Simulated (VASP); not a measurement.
A run of VASP 6.6.1:

Contents of INCAR:

```
SYSTEM = C
PREC = Accurate
ENCUT = 520
EDIFF = 1E-8
ISMEAR = -1
SIGMA = 0.15
LREAL = .FALSE.
LASPH = .TRUE.
NELM = 80
ALGO = Normal
ISIF = 2
LWAVE = .FALSE.
LCHARG = .TRUE.
GGA = PS
NBANDS = 11
IBRION = 8
NSW = 1
```

File KPOINTS:

```
regular mesh
0
G
  18 18 6
  0 0 0
```

The input POSCAR:

```
C
1.0
    2.4588472126      0.0000000000      0.0000000000
   -1.2294236063      2.1294241502      0.0000000000
    0.0000000000      0.0000000000      8.3521983039
C
2
Direct
    0.3333333333      0.6666666667      0.0000000000
    0.6666666667      0.3333333333      0.0000000000
```

Potentials or basis: VASP PAW PBE potentials, release 64 (C).

Launch:

```sh
$ cat potpaw_PBE.64/C/POTCAR > POTCAR
$ mpirun -np 1 vasp_std > vasp.out
```

Hardware: 1 thread of Intel(R) Xeon(R) 6975P-C (Granite Rapids), with other jobs on the host.

Q: How long does it take, and how much memory?

A: Wall time 2.9 min on 1 thread of Intel(R) Xeon(R) 6975P-C (Granite Rapids), with other jobs on the host, peak memory 0.63 GiB. Counts: scf iterations 41, k points 148.
